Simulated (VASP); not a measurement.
Input of a VASP 6.6.1 run:

The input INCAR:

```
SYSTEM = Al
PREC     = Accurate       ! precision mode
ENCUT    = 520            ! plane-wave cutoff, eV
EDIFF    = 1E-7           ! SCF threshold, eV
ISMEAR   = 0              ! smearing method
SIGMA    = 0.15           ! smearing width, eV
LREAL    = .False.        ! projectors in reciprocal space
LASPH    = .True.         ! aspherical terms in the spheres
NELM     = 80             ! most SCF steps
ALGO     = Fast           ! electronic algorithm
ISIF     = 2              ! what is computed and relaxed
LWAVE    = .False.        ! write WAVECAR
LCHARG   = .False.        ! write CHGCAR
GGA      = PS             ! functional
NBANDS   = 8              ! bands
```

The input KPOINTS:

```
regular mesh
0
Gamma
  26 26 26
  0 0 0
```

File POSCAR:

```
Al
1.0
   -1.6064390039      1.6064390039      1.7349541242
    1.6064390039     -1.6064390039      1.7349541242
    1.6064390039      1.6064390039     -1.7349541242
Al
1
Direct
    0.0000000000      0.0000000000      0.0000000000
```

Potentials or basis: VASP PAW PBE potentials, release 64 (Al).

The run is started by

```bash
$ cat potpaw_PBE.64/Al/POTCAR > POTCAR
$ mpirun -np 1 vasp_std > vasp.out
```

Question: What does it give for the pressure?

Answer: -4.9 GPa.

Stress tensor (GPa, compression positive):
```
-5.80  0.00  0.00
 0.00 -5.80  0.00
 0.00  0.00 -3.03
```

Caveat: the cell differs from its parent crystal (strain +0.000 along x and y, +0.080 along z); the PAW data sets were made with another functional, which shifts forces and pressure a little.
